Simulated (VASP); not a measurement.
# MgH2 (P4_2/mnm) in VASP: notebook

MgH2 is run at these levels: PBEsol; tasks: single point, relaxation of cell and atoms.

Everything below comes from runs of VASP 6.6.1. Logs are shortened: lines on timing, memory, paths and dates and some standing lists are left out, and cuts for length are marked.

## (1) The cell of the first run

The structure is tetragonal, space group P4_2/mnm (No. 136). Conventional cell: a = 4.476 Å, b = 4.476 Å, c = 3.008 Å, α = 90.00°, β = 90.00°, γ = 90.00°. Within 2.6 Å of Mg (site symmetry mmm) lie 6 H at 1.93 to 1.95 Å. H (site symmetry m2m) has 3 Mg at 1.93 to 1.95 Å and 1 H at 2.48 Å within 2.6 Å.

## (2) Single point, PBEsol

Contents of INCAR:

```
SYSTEM = MgH2
PREC = Accurate
ENCUT = 600
EDIFF = 1E-6
ISMEAR = 0
SIGMA = 0.01
LREAL = .False.
LASPH = .True.
NELM = 120
ALGO = Normal
ISIF = 2
LWAVE = .False.
LCHARG = .False.
GGA = PS
NBANDS = 13
GGA_COMPAT = .False.
```

Contents of KPOINTS:

```
regular mesh
0
Gamma
  6 6 8
  0 0 0
```

Contents of POSCAR:

```
MgH2
1.0
    4.4762379314      0.0000000000      0.0000000000
    0.0000000000      4.4762379314      0.0000000000
    0.0000000000      0.0000000000      3.0079247385
Mg H
2 4
Direct
    0.0000000000      0.0000000000      0.0000000000
    0.5000000000      0.5000000000      0.5000000000
    0.3045035058      0.3045035058      0.0000000000
    0.1954964942      0.8045035058      0.5000000000
    0.6954964942      0.6954964942      0.0000000000
    0.8045035058      0.1954964942      0.5000000000
```

Potentials or basis: VASP PAW PBE potentials, release 64 (Mg, H).

The run is started by

```
$ cat potpaw_PBE.64/Mg/POTCAR potpaw_PBE.64/H/POTCAR > POTCAR
$ mpirun -np 1 vasp_std > vasp.out
```

OUTCAR:

```text
SYSTEM = MgH2
   PREC = Accurate
   ENCUT = 600
   EDIFF = 1E-6
   ISMEAR = 0
   LREAL = .False.
   LASPH = .True.
   NELM = 120
   ISIF = 2
   GGA = PS

 ion  position               nearest neighbor table
   1  0.000  0.000  0.000-   3 1.93   5 1.93   4 1.95   6 1.95   4 1.95   6 1.95   2 3.50   2 3.50
                             2 3.50   2 3.50   2 3.50   2 3.50   2 3.50   2 3.50
   2  0.500  0.500  0.500-   4 1.93   6 1.93   5 1.95   3 1.95   3 1.95   5 1.95   1 3.50   1 3.50
                             1 3.50   1 3.50   1 3.50   1 3.50   1 3.50   1 3.50
   3  0.305  0.305  0.000-   1 1.93   2 1.95   2 1.95
   4  0.195  0.805  0.500-   2 1.93   1 1.95   1 1.95
   5  0.695  0.695  0.000-   1 1.93   2 1.95   2 1.95
   6  0.805  0.195  0.500-   2 1.93   1 1.95   1 1.95

  LATTYP: Found a simple tetragonal cell.
 ALAT       =     4.4762379314
 C/A-ratio  =     0.6719760622

  Lattice vectors:

 A1 = (   4.4762379314,   0.0000000000,   0.0000000000)
 A2 = (   0.0000000000,   4.4762379314,   0.0000000000)
 A3 = (   0.0000000000,   0.0000000000,   3.0079247385)

Analysis of symmetry for initial positions (statically):
=====================================================================
 Subroutine PRICEL returns:
 Original cell was already a primitive cell.

 Routine SETGRP: Setting up the symmetry group for a
 simple tetragonal supercell.

 Subroutine GETGRP returns: Found 16 space group operations
 (whereof  8 operations were pure point group operations)
 out of a pool of 16 trial point group operations.

The static configuration has the point symmetry D_2h.
 The point group associated with its full space group is D_4h.

Analysis of symmetry for dynamics (positions and initial velocities):
=====================================================================
 Subroutine PRICEL returns:
 Original cell was already a primitive cell.

 Routine SETGRP: Setting up the symmetry group for a
 simple tetragonal supercell.

 Subroutine GETGRP returns: Found 16 space group operations
 (whereof  8 operations were pure point group operations)
 out of a pool of 16 trial point group operations.

The dynamic configuration has the point symmetry D_2h.
 The point group associated with its full space group is D_4h.

 Subroutine INISYM returns: Found 16 space group operations
 (whereof  8 operations are pure point group operations),
 and found     1 'primitive' translations

----------------------------------------------------------------------------------------

                                     Primitive cell

  volume of cell :      60.2689

  direct lattice vectors                    reciprocal lattice vectors
     4.476237931  0.000000000  0.000000000     0.223401887  0.000000000  0.000000000
     0.000000000  4.476237931  0.000000000     0.000000000  0.223401887  0.000000000
     0.000000000  0.000000000  3.007924738     0.000000000  0.000000000  0.332455127

  length of vectors
     4.476237931  4.476237931  3.007924738     0.223401887  0.223401887  0.332455127

  position of ions in fractional coordinates (direct lattice)
     0.000000000  0.000000000  0.000000000
     0.500000000  0.500000000  0.500000000
     0.304503506  0.304503506  0.000000000
     0.195496494  0.804503506  0.500000000
     0.695496494  0.695496494  0.000000000
     0.804503506  0.195496494  0.500000000

  ion indices of the primitive-cell ions
   primitive index   ion index
                 1           1
                 2           2
                 3           3
                 4           4
                 5           5
                 6           6

----------------------------------------------------------------------------------------

 KPOINTS: regular mesh

Automatic generation of k-mesh.
 Grid dimensions read from file:
 generate k-points for:    6    6    8

 Generating k-lattice:

  Cartesian coordinates                     Fractional coordinates (reciprocal lattice)
     0.037233648  0.000000000  0.000000000     0.166666667  0.000000000  0.000000000
     0.000000000  0.037233648  0.000000000     0.000000000  0.166666667  0.000000000
     0.000000000  0.000000000  0.041556891     0.000000000  0.000000000  0.125000000

  Length of vectors
     0.037233648  0.037233648  0.041556891

  Shift w.r.t. Gamma in fractional coordinates (k-lattice)
     0.000000000  0.000000000  0.000000000

 Subroutine IBZKPT returns following result:
 ===========================================

 Found     50 irreducible k-points:

 Following reciprocal coordinates:
            Coordinates               Weight
  0.000000  0.000000  0.000000      1.000000
  0.166667  0.000000  0.000000      4.000000
  0.333333  0.000000  0.000000      4.000000
  0.500000  0.000000  0.000000      2.000000
  0.166667  0.166667  0.000000      4.000000
  0.333333  0.166667  0.000000      8.000000
[... 16 lines left out ...]
  0.333333  0.000000  0.250000      8.000000
  0.500000  0.000000  0.250000      4.000000
 [... further k-points ...]
   k-points           NKPTS =     50   k-points in BZ     NKDIM =     50   number of bands    NBANDS=     13
   number of dos      NEDOS =    301   number of ions     NIONS =      6
   total plane-waves  NPLWV =  31104
   dimension x,y,z NGX =    36 NGY =   36 NGZ =   24
   dimension x,y,z NGXF=    72 NGYF=   72 NGZF=   48
   ions per type =               2   4
   NGX,Y,Z   is equivalent  to a cutoff of  13.37, 13.37, 13.26 a.u.
   NGXF,Y,Z  is equivalent  to a cutoff of  26.74, 26.74, 26.53 a.u.
 SYSTEM =  MgH2
   PREC   = accura    normal or accurate (medium, high low for compatibility)
   ISTART =      0    job   : 0-new  1-cont  2-samecut
   ICHARG =      2    charge: 1-file 2-atom 10-const
   ISPIN  =      1    spin polarized calculation?
   LNONCOLLINEAR =      F non collinear calculations
   LSORBIT =      F    spin-orbit coupling
   LASPH  =      T    aspherical Exc in radial PAW
   ENCUT  =  600.0 eV  44.10 Ry    6.64 a.u.   8.94  8.94  6.01*2*pi/ulx,y,z
   NELM   =    120;   NELMIN=  2; NELMDL= -5     # of ELM steps
   EDIFF  = 0.1E-05   stopping-criterion for ELM
   LREAL  =      F    real-space projection
   EDIFFG = 0.1E-04   stopping-criterion for IOM
   NSW    =      0    number of steps for IOM
   IBRION =     -1    ionic relax: 0-MD 1-quasi-New 2-CG
   NFREE  =      0    steps in history (QN), initial steepest desc. (CG)
   ISIF   =      2    stress and relaxation
   ISYM   =      2    0-nonsym 1-usesym 2-fastsym
   POTIM  = 0.5000    time-step for ionic-motion
   TEBEG  =    0.0;   TEEND  =   0.0 temperature during run
   PSTRESS=    0.0 pullay stress
   NELECT =       8.0000    total number of electrons
   NUPDOWN=      -1.0000    fix difference up-down
   EMIN   =  10.00;   EMAX   =-10.00  energy-range for DOS
   EFERMI =   0.00;   METHOD = LEGACY
   ISMEAR =     0;   SIGMA  =   0.01  broadening in eV -4-tet -1-fermi 0-gaus
   EFERMI_NEDOS =   21; number of points for ismear=-14 and -15
   IALGO  =     38    algorithm
   IMIX   =      4    mixing-type and parameters
     AMIX     =   0.40;   BMIX     =  1.00
     AMIX_MAG =   1.60;   BMIX_MAG =  1.00
  volume/ion in A,a.u.               =      10.04        67.79
  Fermi-wavevector in a.u.,A,eV,Ry     =   0.835104  1.578117  9.488678  0.697398
  Thomas-Fermi vector in A             =   1.948606
   LORBIT       =      0    0 simple, 1 ext, 2 COOP (PROOUT), +10 PAW based schemes
   GGA     = PS    functional components
   LHFCALC =     F    Hartree Fock is set to
   AEXX    =    0.0000 exact exchange contribution
   IVDW    =     0    specifies the selected vdW correction
   LEPSILON=     F    determine dielectric tensor
   LRPA    =     F    only Hartree local field effects (RPA)
 non-spin polarized calculation
 Gauss-broadening in eV      SIGMA  =   0.01
  energy-cutoff  :      600.00
  volume of cell :       60.27
 maximum number of plane-waves:      2052
 NGX is ok and might be reduce to    36
   NGX = 17   NGY = 17   NGZ = 13

 number of electron       8.0000002 magnetization

 Free energy of the ion-electron system (eV)
  ---------------------------------------------------
  ext. energy  EPLUGINS =         0.00000000
  ---------------------------------------------------
  free energy    TOTEN  =       -17.74135053 eV

  energy without entropy =      -17.74135053  energy(sigma->0) =      -17.74135053

 E-fermi :  -0.3768     XC(G=0):  -8.6458

 val. band max:       -0.4649062182   @ k =   0.1667   0.1667   0.0000
 cond. band min:       3.1090584807   @ k =   0.3333   0.3333   0.5000
 fundamental gap:      3.5739646989
 Fermi energy:        -0.3767856855

 k-point     1 :       0.0000    0.0000    0.0000
  band No.  band energies     occupation
      1      -7.1289      2.00000
      2      -1.9786      2.00000
      3      -1.9786      2.00000
      4      -0.9262      2.00000
      5       3.9418      0.00000
      6       4.4995      0.00000
      7       8.6127      0.00000
      8       8.6127      0.00000
      9      10.3422      0.00000
     10      10.5827      0.00000
     11      11.5164      0.00000
     12      14.5040      0.00000
     13      14.5040      0.00000

 k-point     2 :       0.1667    0.0000    0.0000
  band No.  band energies     occupation
      1      -6.9404      2.00000
      2      -2.9033      2.00000
      3      -1.8510      2.00000
      4      -0.5636      2.00000
      5       4.1161      0.00000
      6       4.9393      0.00000
      7       7.3339      0.00000
      8       9.0832      0.00000
      9      10.7566      0.00000
     10      11.7885      0.00000
     11      12.0736      0.00000
[... 339 lines left out ...]
 k-point    24 :       0.5000    0.0000    0.2500
  band No.  band energies     occupation
      1      -4.6101      2.00000
      2      -4.6101      2.00000
      3      -0.7994      2.00000
      4      -0.7994      2.00000
      5       5.1321      0.00000
      6       5.1321      0.00000
      7       6.6719      0.00000
      8       6.6719      0.00000
      9       8.7338      0.00000
     10       8.7338      0.00000
     11      12.2740      0.00000
     12      12.2740      0.00000
     13      13.8092      0.00000

 [... further k-points ...]

------------------------ aborting loop because EDIFF is reached ----------------------------------------

  FORCE on cell =-STRESS in cart. coord.  units (eV):
  Direction    XX          YY          ZZ          XY          YZ          ZX
  --------------------------------------------------------------------------------------
  -------------------------------------------------------------------------------------
  Total       -0.0464840     -0.0464840     -0.0565559      0.0000000      0.0000000      0.0000000
  in kB       -1.2357217     -1.2357217     -1.5034722      0.0000000      0.0000000      0.0000000
  external PRESSURE =      -1.3249718 kB  Pullay stress =       0.0000000 kB

 VOLUME and BASIS-vectors are now :
 -----------------------------------------------------------------------------
  energy-cutoff  :      600.00
  volume of cell :       60.27
      direct lattice vectors                 reciprocal lattice vectors
     4.476237931  0.000000000  0.000000000     0.223401887  0.000000000  0.000000000
     0.000000000  4.476237931  0.000000000     0.000000000  0.223401887  0.000000000
     0.000000000  0.000000000  3.007924738     0.000000000  0.000000000  0.332455127

 POSITION                                       TOTAL-FORCE (eV/Angst)
 -----------------------------------------------------------------------------------
      0.00000      0.00000      0.00000         0.000000      0.000000      0.000000
      2.23812      2.23812      1.50396         0.000000      0.000000      0.000000
      1.36303      1.36303      0.00000         0.000185      0.000185     -0.000000
      0.87509      3.60115      1.50396        -0.000185      0.000185     -0.000000
      3.11321      3.11321      0.00000        -0.000185     -0.000185      0.000000
      3.60115      0.87509      1.50396         0.000185     -0.000185      0.000000
 -----------------------------------------------------------------------------------
    total drift:                                0.000000      0.000000      0.000000

  FREE ENERGIE OF THE ION-ELECTRON SYSTEM (eV)
  ---------------------------------------------------
  free  energy   TOTEN  =       -17.7413505260 eV

  energy  without entropy=      -17.7413505260  energy(sigma->0) =      -17.74135053
```

Wall time 23 s (1 thread of AMD EPYC 9R45 (Zen 5), shared host); peak memory 0.17 GiB.

Results:

```
Free energy            : -17.7414 eV
Pressure               : -0.1 GPa
Band gap on the k mesh : 3.57 eV (least direct gap 4.40 eV)
```

Levels at points of the mesh, in eV from the valence-band top:
| k point | band 1 | band 2 | band 3 | band 4 | band 5 | band 6 | band 7 | band 8 | band 9 |
| --- | --- | --- | --- | --- | --- | --- | --- | --- | --- |
| (0.00, 0.00, 0.00) | -6.66 | -1.51 | -1.51 | -0.46 | 4.41 | 4.96 | 9.08 | 9.08 | 10.81 |
| (0.50, 0.00, 0.00) | -5.01 | -5.01 | -0.53 | -0.53 | 5.14 | 5.14 | 9.97 | 9.97 | 11.68 |
| (0.50, 0.50, 0.00) | -3.88 | -3.88 | -2.89 | -2.89 | 9.02 | 9.02 | 9.13 | 9.13 | 13.15 |
| (0.00, 0.00, 0.50) | -3.19 | -3.19 | -0.09 | -0.09 | 6.23 | 6.23 | 6.58 | 6.58 | 8.54 |
| (0.50, 0.00, 0.50) | -2.40 | -2.40 | -1.18 | -1.18 | 5.00 | 5.00 | 6.65 | 6.65 | 8.52 |
| (0.50, 0.50, 0.50) | -1.97 | -1.97 | -1.03 | -1.03 | 3.67 | 3.67 | 3.87 | 3.87 | 12.98 |

Caveat: the PAW data sets were made with another functional, which shifts forces and pressure a little.

## (3) Relaxation of cell and atoms, PBEsol

Contents of INCAR:

```
PREC = Accurate
ENCUT = 600
EDIFF = 1E-7
ISMEAR = 0
SIGMA = 0.01
LREAL = False
LASPH = True
NELM = 120
ALGO = Normal
ISIF = 3
LWAVE = False
LCHARG = False
GGA = PS
IBRION = 2
NSW = 80
EDIFFG = -0.001
GGA_COMPAT = False
NELMIN = 4
```

Contents of KPOINTS:

```
Automatic mesh
0
Gamma
  6 6 8
```

Contents of POSCAR:

```
MgH2
1.0
    4.4769605345      0.0000000000      0.0000000000
    0.0000000000      4.4769605345      0.0000000000
    0.0000000000      0.0000000000      3.0075195087
Mg H
2 4
Direct
    0.0000000000      0.0000000000      0.0000000000
    0.5000000000      0.5000000000      0.5000000000
    0.3045406516      0.3045406516      0.0000000000
    0.1954593484      0.8045406516      0.5000000000
    0.6954593484      0.6954593484      0.0000000000
    0.8045406516      0.1954593484      0.5000000000
```

Potentials or basis: VASP PAW PBE potentials, release 64 (Mg, H).

The run is started by

```
$ cat potpaw_PBE.64/Mg/POTCAR potpaw_PBE.64/H/POTCAR > POTCAR
$ mpirun -np 1 vasp_std > vasp.out
```

OUTCAR:

```text
PREC = Accurate
   ENCUT = 600
   EDIFF = 1E-7
   ISMEAR = 0
   LREAL = False
   LASPH = True
   NELM = 120
   ISIF = 3
   GGA = PS
   IBRION = 2
   NSW = 80
   EDIFFG = -0.001
   NELMIN = 4

 ion  position               nearest neighbor table
   1  0.000  0.000  0.000-   3 1.93   5 1.93   4 1.95   6 1.95   4 1.95   6 1.95   2 3.50   2 3.50
                             2 3.50   2 3.50   2 3.50   2 3.50   2 3.50   2 3.50
   2  0.500  0.500  0.500-   4 1.93   6 1.93   5 1.95   3 1.95   3 1.95   5 1.95   1 3.50   1 3.50
                             1 3.50   1 3.50   1 3.50   1 3.50   1 3.50   1 3.50
   3  0.305  0.305  0.000-   1 1.93   2 1.95   2 1.95
   4  0.195  0.805  0.500-   2 1.93   1 1.95   1 1.95
   5  0.695  0.695  0.000-   1 1.93   2 1.95   2 1.95
   6  0.805  0.195  0.500-   2 1.93   1 1.95   1 1.95

  LATTYP: Found a simple tetragonal cell.
 ALAT       =     4.4769605345
 C/A-ratio  =     0.6717770875

  Lattice vectors:

 A1 = (   4.4769605345,   0.0000000000,   0.0000000000)
 A2 = (   0.0000000000,   4.4769605345,   0.0000000000)
 A3 = (   0.0000000000,   0.0000000000,   3.0075195087)

Analysis of symmetry for initial positions (statically):
=====================================================================
 Subroutine PRICEL returns:
 Original cell was already a primitive cell.

 Routine SETGRP: Setting up the symmetry group for a
 simple tetragonal supercell.

[... 376 lines left out ...]
--------------------------------------- Ionic step        6  -------------------------------------------

 number of electron       8.0000002 magnetization

 Free energy of the ion-electron system (eV)
  ---------------------------------------------------
  ext. energy  EPLUGINS =         0.00000000
  ---------------------------------------------------
  free energy    TOTEN  =       -17.74141621 eV

  energy without entropy =      -17.74141621  energy(sigma->0) =      -17.74141621

 E-fermi :  -0.3702     XC(G=0):  -8.6543

 val. band max:       -0.4528918566   @ k =   0.1667   0.1667   0.0000
 cond. band min:       3.1247386219   @ k =   0.3333   0.3333   0.5000
 fundamental gap:      3.5776304784
 Fermi energy:        -0.3701880782

 k-point     1 :       0.0000    0.0000    0.0000
  band No.  band energies     occupation
      1      -7.1303      2.00000
      2      -1.9700      2.00000
      3      -1.9700      2.00000
      4      -0.9137      2.00000
      5       3.9506      0.00000
      6       4.5201      0.00000
      7       8.6384      0.00000
      8       8.6384      0.00000
[... 243 lines left out ...]
 k-point    24 :       0.5000    0.0000    0.2500
  band No.  band energies     occupation
      1      -4.6068      2.00000
      2      -4.6068      2.00000
      3      -0.7890      2.00000
      4      -0.7890      2.00000
      5       5.1471      0.00000
      6       5.1471      0.00000
      7       6.6950      0.00000
      8       6.6950      0.00000

 [... further k-points ...]

------------------------ aborting loop because EDIFF is reached ----------------------------------------

  FORCE on cell =-STRESS in cart. coord.  units (eV):
  Direction    XX          YY          ZZ          XY          YZ          ZX
  --------------------------------------------------------------------------------------
  -------------------------------------------------------------------------------------
  Total       -0.0004845     -0.0004845      0.0010918     -0.0000000      0.0000000      0.0000000
  in kB       -0.0129116     -0.0129116      0.0290967     -0.0000000      0.0000000      0.0000000
  external PRESSURE =       0.0010911 kB  Pullay stress =       0.0000000 kB
[... 21 lines left out ...]
  FREE ENERGIE OF THE ION-ELECTRON SYSTEM (eV)
  ---------------------------------------------------
  free  energy   TOTEN  =       -17.7414162060 eV

  energy  without entropy=      -17.7414162060  energy(sigma->0) =      -17.74141621

 reached required accuracy - stopping structural energy minimisation
```

Wall time 43 s (1 thread of AMD EPYC 9R45 (Zen 5), shared host); peak memory 0.17 GiB.

Results:

```
Free energy                           : -17.7414 eV
Relaxed volume                        : 10.02 Å³/atom
Relaxed cell                          : a = 4.472 Å, b = 4.472 Å, c = 3.006 Å, α = 90.00°, β = 90.00°, γ = 90.00°
Space group after relaxing (to 0.1 Å) : P4_2/mnm (No. 136)
Energy gained by relaxing             : 0.0 meV/atom
Ionic steps                           : 6
Pressure after relaxing               : 0.0 GPa
Band gap on the k mesh                : 3.58 eV (least direct gap 4.41 eV)
```

Final structure:
```
Mg H
1.0
     4.47221    0.00000    0.00000
     0.00000    4.47221    0.00000
     0.00000    0.00000    3.00571
Mg H
2 4
Cartesian
  0.0000 4.4722 3.0057
  2.2361 2.2361 1.5029
  1.3617 1.3617 3.0057
  0.8744 3.5978 1.5029
  3.1105 3.1105 0.0000
  3.5978 0.8744 1.5029
```

Levels at points of the mesh, in eV from the valence-band top:
```
           k point  band 1  band 2  band 3  band 4  band 5  band 6  band 7  band 8
(0.00, 0.00, 0.00)   -6.68   -1.52   -1.52   -0.46    4.40    4.97    9.09    9.09
(0.50, 0.00, 0.00)   -5.02   -5.02   -0.53   -0.53    5.14    5.14    9.98    9.98
(0.50, 0.50, 0.00)   -3.89   -3.89   -2.90   -2.90    9.03    9.03    9.14    9.14
(0.00, 0.00, 0.50)   -3.20   -3.20   -0.10   -0.10    6.24    6.24    6.58    6.58
(0.50, 0.00, 0.50)   -2.40   -2.40   -1.18   -1.18    5.01    5.01    6.66    6.66
(0.50, 0.50, 0.50)   -1.98   -1.98   -1.03   -1.03    3.67    3.67    3.87    3.87
```

Caveat: the PAW data sets were made with another functional, which shifts forces and pressure a little.
